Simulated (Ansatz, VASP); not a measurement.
One calculation of Hf, two programs

```
Hf
1.0
     3.19670    0.00000    0.00000
    -1.59835    2.76842    0.00000
     0.00000    0.00000    5.05780
Hf
2
Direct
  0.33333 0.66667 0.16103
  0.66667 0.33333 0.75000
```

Alike in both runs: task single point; functional PBEsol; k mesh 18 × 18 × 10; occupations gaussian, width 0.15 eV; no spin polarisation.

```csv
,VASP,Ansatz
version,VASP 6.6.1,Ansatz 0.2.0
potentials or method,"VASP PAW PBE potentials, release 64 (Hf_pv), cutoff 520 eV","scalar-relativistic, plane waves, PAW"
valence electrons in the cell,20,52
```

```csv
,VASP,Ansatz,Ansatz less VASP
gap on the k mesh at the Fermi level (eV),none,none,-
pressure (GPa),4.5,4.9,+0.40
"traceless stress, the component that is largest in VASP (GPa)",6.76,6.77,+0.011
rms of the force components (eV/Å),1.857,1.889,+0.0324
```

VASP's potentials were made for PBE, not for PBEsol. Atom by atom the forces differ by 0.032 eV/Å (rms over components). A gap of «none» marks a metal or a gap that the smearing closes. VASP's potentials hold 20 valence electrons a cell and Ansatz's 52, so a difference there can come from the potentials and not from the codes.

Spin-orbit coupling is off throughout.
